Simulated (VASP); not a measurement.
# PbO2 in VASP: notebook

The runs below take PbO2 through single point, with PBE.

All numbers are computed with VASP 6.6.1; they aren't measurements. Logs are shortened: lines on timing, memory, paths and dates and some standing lists are left out, and cuts for length are marked.

## (1) The cell of the first run

It takes space group P2_1/m (No. 11, monoclinic). The conventional cell has a = 3.924 Å, b = 3.683 Å, c = 5.811 Å, α = 90.00°, β = 99.24°, γ = 90.00°. Within 2.9 Å of Pb (site symmetry m) lie 7 O at 2.17 to 2.52 Å. Within 3.0 Å of O (site symmetry m) lie 4 Pb at 2.19 to 2.52 Å and 6 O at 2.76 to 2.98 Å. O (site symmetry m) has 3 Pb at 2.17 to 2.40 Å and 6 O at 2.73 to 2.98 Å within 3.0 Å.

## (2) Single point, PBE

The input, INCAR:

```
PREC = Accurate ; ENCUT = 600
EDIFF = 1E-6 ; ISMEAR = 0
SIGMA = 0.1 ; LREAL = F
LASPH = T ; NELM = 120
ALGO = Normal ; ISIF = 2
LWAVE = F ; LCHARG = F
GGA = PE ; NBANDS = 35
GGA_COMPAT = F
```

The input, KPOINTS:

```
regular mesh
0
Gamma
  6 6 4
```

The input, POSCAR:

```
PbO2
1.0
    3.9241041315      0.0000000000      0.0000000000
    0.0000000000      3.6833992711      0.0000000000
   -0.9332591705      0.0000000000      5.7353501034
Pb O
2 4
Direct
    0.1928005219      0.2500000000      0.2624589753
    0.8071994781      0.7500000000      0.7375410247
    0.7388658762      0.2500000000      0.4372391162
    0.7492851076      0.2500000000      0.9258571536
    0.2611341238      0.7500000000      0.5627608838
    0.2507148924      0.7500000000      0.0741428464
```

Potentials or basis: VASP PAW PBE potentials, release 64 (Pb_d, O).

Launch:

```sh
> cat potpaw_PBE.64/Pb_d/POTCAR potpaw_PBE.64/O/POTCAR > POTCAR
> mpirun -np 1 vasp_std > vasp.out
```

OUTCAR:

```text
PREC = Accurate
   ENCUT = 600
   EDIFF = 1E-6
   ISMEAR = 0
   LREAL = F
   LASPH = T
   NELM = 120
   ISIF = 2
   GGA = PE

 ion  position               nearest neighbor table
   1  0.193  0.250  0.262-   6 2.17   6 2.17   3 2.19   3 2.22   4 2.40   5 2.52   5 2.52   2 3.67
                             2 3.67   2 3.83   2 3.83   2 3.83   2 3.83
   2  0.807  0.750  0.738-   4 2.17   4 2.17   5 2.19   5 2.22   6 2.40   3 2.52   3 2.52   1 3.67
                             1 3.67   1 3.83   1 3.83   1 3.83   1 3.83
   3  0.739  0.250  0.437-   1 2.19   1 2.22   2 2.52   2 2.52
   4  0.749  0.250  0.926-   2 2.17   2 2.17   1 2.40
   5  0.261  0.750  0.563-   2 2.19   2 2.22   1 2.52   1 2.52
   6  0.251  0.750  0.074-   1 2.17   1 2.17   2 2.40

  LATTYP: Found a simple monoclinic cell.
 ALAT       =     3.9241041315
 B/A-ratio  =     0.9386599202
 C/A-ratio  =     1.4807925696
 COS(beta)  =    -0.1606081265

  Lattice vectors:

 A1 = (   3.9241041315,   0.0000000000,   0.0000000000)
 A2 = (   0.0000000000,   3.6833992711,   0.0000000000)
 A3 = (  -0.9332591705,   0.0000000000,   5.7353501034)

Analysis of symmetry for initial positions (statically):
=====================================================================
 Subroutine PRICEL returns:
 Original cell was already a primitive cell.

 Routine SETGRP: Setting up the symmetry group for a
 simple monoclinic supercell.

 Subroutine GETGRP returns: Found  4 space group operations
 (whereof  2 operations were pure point group operations)
 out of a pool of  4 trial point group operations.

The static configuration has the point symmetry S_2 .
 The point group associated with its full space group is C_2h.

Analysis of symmetry for dynamics (positions and initial velocities):
=====================================================================
 Subroutine PRICEL returns:
 Original cell was already a primitive cell.

 Routine SETGRP: Setting up the symmetry group for a
 simple monoclinic supercell.

 Subroutine GETGRP returns: Found  4 space group operations
 (whereof  2 operations were pure point group operations)
 out of a pool of  4 trial point group operations.

The dynamic configuration has the point symmetry S_2 .
 The point group associated with its full space group is C_2h.

 Subroutine INISYM returns: Found  4 space group operations
 (whereof  2 operations are pure point group operations),
 and found     1 'primitive' translations

----------------------------------------------------------------------------------------

                                     Primitive cell

  volume of cell :      82.8990

  direct lattice vectors                    reciprocal lattice vectors
     3.924104132  0.000000000  0.000000000     0.254835235  0.000000000  0.041466923
     0.000000000  3.683399271  0.000000000     0.000000000  0.271488353  0.000000000
    -0.933259170  0.000000000  5.735350103     0.000000000  0.000000000  0.174357272

  length of vectors
     3.924104132  3.683399271  5.810784240     0.258186953  0.271488353  0.174357272

  position of ions in fractional coordinates (direct lattice)
     0.192800522  0.250000000  0.262458975
     0.807199478  0.750000000  0.737541025
     0.738865876  0.250000000  0.437239116
     0.749285108  0.250000000  0.925857154
     0.261134124  0.750000000  0.562760884
     0.250714892  0.750000000  0.074142846

  ion indices of the primitive-cell ions
   primitive index   ion index
                 1           1
                 2           2
                 3           3
                 4           4
                 5           5
                 6           6

----------------------------------------------------------------------------------------

 KPOINTS: regular mesh

Automatic generation of k-mesh.
 Grid dimensions read from file:
 generate k-points for:    6    6    4

 Generating k-lattice:

  Cartesian coordinates                     Fractional coordinates (reciprocal lattice)
     0.042472539  0.000000000  0.006911154     0.166666667  0.000000000  0.000000000
     0.000000000  0.045248059  0.000000000     0.000000000  0.166666667  0.000000000
     0.000000000  0.000000000  0.043589318     0.000000000  0.000000000  0.250000000

  Length of vectors
     0.043031159  0.045248059  0.043589318

  Shift w.r.t. Gamma in fractional coordinates (k-lattice)
     0.000000000  0.000000000  0.000000000

 Subroutine IBZKPT returns following result:
 ===========================================

 Found     56 irreducible k-points:

 Following reciprocal coordinates:
            Coordinates               Weight
  0.000000  0.000000  0.000000      1.000000
  0.166667  0.000000  0.000000      2.000000
  0.333333  0.000000  0.000000      2.000000
  0.500000  0.000000  0.000000      1.000000
  0.000000  0.166667  0.000000      2.000000
  0.166667  0.166667  0.000000      4.000000
[... 16 lines left out ...]
  0.000000  0.166667  0.250000      4.000000
  0.166667  0.166667  0.250000      4.000000
 [... further k-points ...]
   k-points           NKPTS =     56   k-points in BZ     NKDIM =     56   number of bands    NBANDS=     35
   number of dos      NEDOS =    301   number of ions     NIONS =      6
   total plane-waves  NPLWV =  46080
   dimension x,y,z NGX =    32 NGY =   30 NGZ =   48
   dimension x,y,z NGXF=    64 NGYF=   60 NGZF=   96
   ions per type =               2   4
   NGX,Y,Z   is equivalent  to a cutoff of  13.56, 13.54, 13.73 a.u.
   NGXF,Y,Z  is equivalent  to a cutoff of  27.11, 27.08, 27.47 a.u.
 SYSTEM =  unknown system
   PREC   = accura    normal or accurate (medium, high low for compatibility)
   ISTART =      0    job   : 0-new  1-cont  2-samecut
   ICHARG =      2    charge: 1-file 2-atom 10-const
   ISPIN  =      1    spin polarized calculation?
   LNONCOLLINEAR =      F non collinear calculations
   LSORBIT =      F    spin-orbit coupling
   LASPH  =      T    aspherical Exc in radial PAW
   ENCUT  =  600.0 eV  44.10 Ry    6.64 a.u.   7.84  7.36 11.61*2*pi/ulx,y,z
   NELM   =    120;   NELMIN=  2; NELMDL= -5     # of ELM steps
   EDIFF  = 0.1E-05   stopping-criterion for ELM
   LREAL  =      F    real-space projection
[... 7 lines left out ...]
   TEBEG  =    0.0;   TEEND  =   0.0 temperature during run
   PSTRESS=    0.0 pullay stress
   NELECT =      52.0000    total number of electrons
   NUPDOWN=      -1.0000    fix difference up-down
   EMIN   =  10.00;   EMAX   =-10.00  energy-range for DOS
   EFERMI =   0.00;   METHOD = LEGACY
   ISMEAR =     0;   SIGMA  =   0.10  broadening in eV -4-tet -1-fermi 0-gaus
   EFERMI_NEDOS =   21; number of points for ismear=-14 and -15
   IALGO  =     38    algorithm
   IMIX   =      4    mixing-type and parameters
     AMIX     =   0.40;   BMIX     =  1.00
     AMIX_MAG =   1.60;   BMIX_MAG =  1.00
  volume/ion in A,a.u.               =      13.82        93.24
  Fermi-wavevector in a.u.,A,eV,Ry     =   1.401392  2.648246 26.720462  1.963899
  Thomas-Fermi vector in A             =   2.524258
   LORBIT       =      0    0 simple, 1 ext, 2 COOP (PROOUT), +10 PAW based schemes
   GGA     = PE    functional components
   LHFCALC =     F    Hartree Fock is set to
   AEXX    =    0.0000 exact exchange contribution
   IVDW    =     0    specifies the selected vdW correction
   LEPSILON=     F    determine dielectric tensor
   LRPA    =     F    only Hartree local field effects (RPA)
 non-spin polarized calculation
 Gauss-broadening in eV      SIGMA  =   0.10
  energy-cutoff  :      600.00
  volume of cell :       82.90
 maximum number of plane-waves:      2785
   NGX = 15   NGY = 15   NGZ = 23

 number of electron      51.9999988 magnetization

 Free energy of the ion-electron system (eV)
  ---------------------------------------------------
  ext. energy  EPLUGINS =         0.00000000
  ---------------------------------------------------
  free energy    TOTEN  =       -31.58683704 eV

  energy without entropy =      -31.58485391  energy(sigma->0) =      -31.58584547

 E-fermi :   4.6356     XC(G=0): -10.8532

 val. band max:        4.5738820653   @ k =   0.0000   0.0000   0.5000
 cond. band min:       5.0574052272   @ k =   0.0000   0.0000   0.2500
 fundamental gap:      0.4835231619
 Fermi energy:         4.6355576126

 k-point     1 :       0.0000    0.0000    0.0000
  band No.  band energies     occupation
      1     -13.4471      2.00000
      2     -12.8838      2.00000
      3     -12.7170      2.00000
      4     -11.9642      2.00000
      5     -10.7592      2.00000
      6     -10.7364      2.00000
[... 27 lines left out ...]
     34      15.2293      0.00000
     35      16.0811      0.00000

 k-point     2 :       0.1667    0.0000    0.0000
  band No.  band energies     occupation
      1     -13.3396      2.00000
      2     -12.8587      2.00000
      3     -12.6902      2.00000
      4     -12.0678      2.00000
      5     -10.7506      2.00000
      6     -10.6851      2.00000
[... 27 lines left out ...]
     34      15.4729      0.00000
     35      15.9178      0.00000

 k-point     3 :       0.3333    0.0000    0.0000
  band No.  band energies     occupation
      1     -13.1015      2.00000
      2     -12.7971      2.00000
      3     -12.6285      2.00000
      4     -12.2929      2.00000
      5     -10.7320      2.00000
      6     -10.6121      2.00000
[... 27 lines left out ...]
     34      15.4727      0.00000
     35      15.8716      0.00000
[... 723 lines left out ...]
 k-point    23 :       0.0000    0.1667    0.2500
  band No.  band energies     occupation
      1     -13.2276      2.00000
      2     -12.8374      2.00000
      3     -12.7380      2.00000
      4     -12.2727      2.00000
      5     -10.7156      2.00000
      6     -10.6764      2.00000
[... 27 lines left out ...]
     34      15.2773      0.00000
     35      16.2371      0.00000

 k-point    24 :       0.1667    0.1667    0.2500
  band No.  band energies     occupation
      1     -13.0913      2.00000
      2     -12.8547      2.00000
      3     -12.6619      2.00000
      4     -12.3817      2.00000
      5     -10.7034      2.00000
      6     -10.6725      2.00000
[... 27 lines left out ...]
     34      15.3205      0.00000
     35      16.4963      0.00000

 [... further k-points ...]

------------------------ aborting loop because EDIFF is reached ----------------------------------------

  FORCE on cell =-STRESS in cart. coord.  units (eV):
  Direction    XX          YY          ZZ          XY          YZ          ZX
  --------------------------------------------------------------------------------------
  -------------------------------------------------------------------------------------
  Total        0.0980703      0.0846579      0.0297494      0.0000000      0.0000000     -0.0436585
  in kB        1.8953908      1.6361720      0.5749625      0.0000000      0.0000000     -0.8437823
  external PRESSURE =       1.3688418 kB  Pullay stress =       0.0000000 kB

 VOLUME and BASIS-vectors are now :
 -----------------------------------------------------------------------------
  energy-cutoff  :      600.00
  volume of cell :       82.90
      direct lattice vectors                 reciprocal lattice vectors
     3.924104132  0.000000000  0.000000000     0.254835235  0.000000000  0.041466923
     0.000000000  3.683399271  0.000000000     0.000000000  0.271488353  0.000000000
    -0.933259170  0.000000000  5.735350103     0.000000000  0.000000000  0.174357272

 POSITION                                       TOTAL-FORCE (eV/Angst)
 -----------------------------------------------------------------------------------
      0.51163      0.92085      1.50529         0.001216      0.000000      0.011069
      2.47922      2.76255      4.23006        -0.001216     -0.000000     -0.011069
      2.49133      0.92085      2.50772        -0.004253      0.000000      0.022474
      2.07621      0.92085      5.31011        -0.014642      0.000000      0.023215
      0.49952      2.76255      3.22763         0.004253      0.000000     -0.022474
      0.91464      2.76255      0.42524         0.014642      0.000000     -0.023215
 -----------------------------------------------------------------------------------
    total drift:                                0.000000     -0.000000     -0.000000

  FREE ENERGIE OF THE ION-ELECTRON SYSTEM (eV)
  ---------------------------------------------------
  free  energy   TOTEN  =       -31.5868370362 eV

  energy  without entropy=      -31.5848539132  energy(sigma->0) =      -31.58584547
```

It took 5.6 min on 1 thread of Intel Xeon 8259CL, shared host; peak memory 0.3 GiB.

What came out:

| Property | Result |
| --- | --- |
| Free energy | -31.5868 eV |
| Pressure | 0.1 GPa |
| Largest force | 0.027 eV/Å |
| Band gap on the k mesh | zero (bands 26 and 27 overlap by 0.04 eV) |

Forces in eV/Å, atoms in the order of the input:
```
Pb   0.001  0.000  0.011
Pb  -0.001  0.000 -0.011
O   -0.004  0.000  0.022
O   -0.015  0.000  0.023
O    0.004  0.000 -0.022
O    0.015  0.000 -0.023
```

Stress tensor (GPa, compression positive):
```
 0.19  0.00 -0.08
 0.00  0.16  0.00
-0.08  0.00  0.06
```

Levels at points of the mesh, in eV from the Fermi level:
```tsv
k point	band 22	band 23	band 24	band 25	band 26	band 27	band 28	band 29	band 30	band 31
(0.00, 0.00, 0.00)	-1.29	-1.25	-0.75	-0.35	-0.31	-0.10	2.24	6.73	7.32	7.88
(0.50, 0.00, 0.00)	-1.33	-0.97	-0.86	-0.82	-0.30	2.23	2.60	6.80	6.93	8.75
(0.00, 0.50, 0.00)	-1.86	-0.66	-0.66	-0.49	-0.49	2.39	2.39	7.14	7.14	9.62
(0.50, 0.50, 0.00)	-0.90	-0.51	-0.51	-0.10	-0.10	3.13	3.13	6.44	6.44	9.71
(0.00, 0.00, 0.50)	-1.24	-0.92	-0.69	-0.35	-0.06	1.41	1.67	6.02	6.48	9.33
(0.50, 0.00, 0.50)	-1.62	-1.01	-1.00	-0.95	-0.70	2.35	2.86	6.82	7.69	8.90
(0.00, 0.50, 0.50)	-2.12	-1.01	-1.01	-0.72	-0.72	2.56	2.56	7.50	7.50	9.56
(0.50, 0.50, 0.50)	-2.04	-0.40	-0.40	-0.30	-0.30	3.33	3.33	8.09	8.09	8.66
```

Caveat: semilocal functionals underestimate gaps, so a narrow gap can read as zero; spin-orbit coupling is left out, which moves the levels of the heavy elements.

## (3) Single point, PBE

The input, INCAR:

```
SYSTEM = PbO2
PREC = Accurate ; ENCUT = 600
EDIFF = 1E-6 ; ISMEAR = 0
SIGMA = 0.1 ; LREAL = .False.
LASPH = .True. ; NELM = 120
ALGO = Normal ; ISIF = 2
LWAVE = .False. ; LCHARG = .True.
GGA = PE ; LELF = .True.
LVHAR = .True. ; NBANDS = 35
GGA_COMPAT = .False.
```

The input, KPOINTS:

```
regular mesh
0
Gamma
  6 6 4
  0 0 0
```

The input, POSCAR:

```
PbO2
1.0
    3.6833978016     -0.0001423169     -0.0032871707
   -0.0008899362      3.9111845270      0.3181635400
   -0.0085121708      0.4651670739      5.7921291961
Pb O
2 4
Direct
    0.0007990605      0.0572229963      0.0124578306
    0.4992049397      0.4428240401      0.4875398801
    0.0000187742      0.5111576420      0.1872379716
    0.9998624613      0.5007384106      0.6758560089
    0.4999730638     -0.0110980083      0.3127556932
    0.5001417003      0.9991549192      0.8241526155
```

Potentials or basis: VASP PAW PBE potentials, release 64 (Pb_d, O).

Launch:

```sh
> cat potpaw_PBE.64/Pb_d/POTCAR potpaw_PBE.64/O/POTCAR > POTCAR
> mpirun -np 1 vasp_std > vasp.out
```

Wall time 8 min (1 thread of Intel Xeon 8259CL, shared host); peak memory 0.35 GiB.

It converged, with:

```
Free energy            : -31.5868 eV
Pressure               : 0.1 GPa
Largest force          : 0.028 eV/Å
Band gap on the k mesh : zero (bands 26 and 27 overlap by 0.04 eV)
```

Forces in eV/Å, atoms in the order of the input:
```
Pb   0.000 -0.002  0.010
Pb   0.000  0.002 -0.011
O    0.000  0.002  0.023
O    0.000  0.012  0.025
O    0.000 -0.003 -0.023
O    0.000 -0.010 -0.025
```

Stress tensor (GPa, compression positive):
```
0.15 0.00 0.01
0.00 0.16 0.10
0.01 0.10 0.07
```

Levels at points of the mesh, in eV from the Fermi level:
| k point | band 24 | band 25 | band 26 | band 27 | band 28 | band 29 |
| --- | --- | --- | --- | --- | --- | --- |
| (0.00, 0.00, 0.00) | -0.75 | -0.35 | -0.31 | -0.10 | 2.24 | 6.73 |
| (0.50, 0.00, 0.00) | -0.66 | -0.49 | -0.48 | 2.39 | 2.39 | 7.14 |
| (0.00, 0.50, 0.00) | -0.86 | -0.82 | -0.30 | 2.23 | 2.60 | 6.80 |
| (0.50, 0.50, 0.00) | -0.50 | -0.10 | -0.10 | 3.12 | 3.13 | 6.44 |
| (0.00, 0.00, 0.50) | -0.69 | -0.35 | -0.06 | 1.41 | 1.67 | 6.02 |
| (0.50, 0.00, 0.50) | -1.01 | -0.72 | -0.72 | 2.55 | 2.56 | 7.49 |
| (0.00, 0.50, 0.50) | -1.00 | -0.95 | -0.70 | 2.35 | 2.86 | 6.82 |
| (0.50, 0.50, 0.50) | -0.40 | -0.30 | -0.30 | 3.33 | 3.33 | 8.09 |

Caveat: semilocal functionals underestimate gaps, so a narrow gap can read as zero; spin-orbit coupling is left out, which moves the levels of the heavy elements.
